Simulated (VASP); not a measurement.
Runs of VASP 6.6.1 on Re. The structure is that of space group Fd-3m (No. 227), or close to it. The cells are those of the table. 

| task | potentials or basis | cell | cutoff (eV) | second run | gap on the mesh (eV) | pressure (GPa) |
| --- | --- | --- | --- | --- | --- | --- |
| relaxation of cell and atoms | VASP PAW PBE potentials, release 64 (Re) | relaxed to 20 GPa from a = 3.783 Å, angles 60.0°, 2 atoms | 600 | - | none | 20.0 |
| single point | VASP PAW PBE potentials, release 64 (Re) | a = 3.972 Å, angles 60.0°, 2 atoms | 520 | - | none | (a) |
| single point | VASP PAW PBE potentials, release 64 (Re) | a = 3.857 Å, angles 60.0°, 2 atoms | 520 | - | none | 16.8 |
| single point | VASP PAW PBE potentials, release 64 (Re_sv_GW) | a = 3.909 Å, angles 60.0°, 2 atoms | 550 | valence_matched | none | 8.8 |
| single point | VASP PAW PBE potentials, release 64 (Re) | a = 3.909 Å, angles 60.0°, 2 atoms | 520 | - | none | 7.5 |
| single point | VASP PAW PBE potentials, release 64 (Re) | a = 3.812 Å, angles 60.0°, 2 atoms | 520 | - | none | 26.1 |
| single point | VASP PAW PBE potentials, release 64 (Re_sv_GW) | a = 3.857 Å, angles 60.0°, 2 atoms | 550 | valence_matched | none | (b) |
| relaxation of cell and atoms | VASP PAW PBE potentials, release 64 (Re) | relaxed to 30 GPa from a = 3.783 Å, angles 60.0°, 2 atoms | 600 | - | none | 30.0 |
| relaxation of cell and atoms | VASP PAW PBE potentials, release 64 (Re) | relaxed from a = 3.783 Å, angles 60.0°, 2 atoms | 600 | - | none | 0.0 |
| single point | VASP PAW PBE potentials, release 64 (Re_sv_GW) | a = 3.812 Å, angles 60.0°, 2 atoms | 550 | valence_matched | none | 28.8 |
| relaxation of cell and atoms | VASP PAW PBE potentials, release 64 (Re) | relaxed to 10 GPa from a = 3.783 Å, angles 60.0°, 2 atoms | 600 | - | none | 10.1 |

Alike in all rows: level r2SCAN; no spin polarisation; k mesh 6 × 6 × 6; smearing fermi-dirac 0.05 eV.

Problem. Estimate the missing entries.

Solution. (a) -2.0; (b) 18.8.

Caveats: the PAW data sets were made with another functional, which shifts forces and pressure a little; spin-orbit coupling is left out, which moves the levels of the heavy elements; the cell is relaxed towards a set pressure, so the enthalpy falls and the energy may rise (some runs).

A k mesh can miss the band edges, and the runs leave out spin-orbit coupling on Re.

A gap of «none» marks levels without a gap at the run's occupations.

The runs don't all hold the same shells in valence.
